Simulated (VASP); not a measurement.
Write the native input for VASP 6.6.1 that does the following.

- Task: single point
- Functional: PBE
- Potentials or basis: VASP PAW PBE potentials, release 64 (Ti_sv, Al)
- Cutoff: 500 eV
- k mesh: 7 × 7 × 7
- Occupations: fermi-dirac, width 0.05 eV
- Spin: no spin polarisation
- Dipole correction: no
- Further INCAR settings: ALGO = Normal; EDIFF = 1e-06; NBANDS = 28

The structure of Ti3Al lies in POSCAR:

```
Ti3Al
1.0
    0.0000000000      3.1881029295      3.1881029295
    3.1881029295      0.0000000000      3.1881029295
    3.1881029295      3.1881029295      0.0000000000
Ti Al
3 1
Direct
    0.0000000000      0.0000000000      0.0000000000
    0.2500000000      0.2500000000      0.2500000000
    0.7500000000      0.7500000000      0.7500000000
    0.5000000000      0.5000000000      0.5000000000
```

The input as run:

INCAR

```
SYSTEM = Ti3Al
PREC     = Accurate       ! precision mode
ENCUT    = 500            ! plane-wave cutoff, eV
EDIFF    = 1E-6           ! SCF threshold, eV
ISMEAR   = -1             ! smearing method
SIGMA    = 0.05           ! smearing width, eV
LREAL    = .False.        ! projectors in reciprocal space
LASPH    = .True.         ! aspherical terms in the spheres
NELM     = 120            ! most SCF steps
ALGO     = Normal         ! electronic algorithm
ISIF     = 2              ! what is computed and relaxed
LWAVE    = .False.        ! write WAVECAR
LCHARG   = .False.        ! write CHGCAR
GGA      = PE             ! functional
NBANDS   = 28             ! bands
GGA_COMPAT= .False.
```

KPOINTS

```
regular mesh
0
Gamma
  7 7 7
  0 0 0
```

Potentials or basis: VASP PAW PBE potentials, release 64 (Ti_sv, Al).

Run with:

```bash
$ cat potpaw_PBE.64/Ti_sv/POTCAR potpaw_PBE.64/Al/POTCAR > POTCAR
$ mpirun -np 1 vasp_std > vasp.out
```

Results of the run:

```yaml
Pressure: 3.6 GPa
```

Wall time 60 s on 1 thread of Intel(R) Xeon(R) Platinum 8259CL CPU @ 2.50GHz (Skylake/Cascade Lake), with other jobs on the host, peak memory 0.2 GiB.
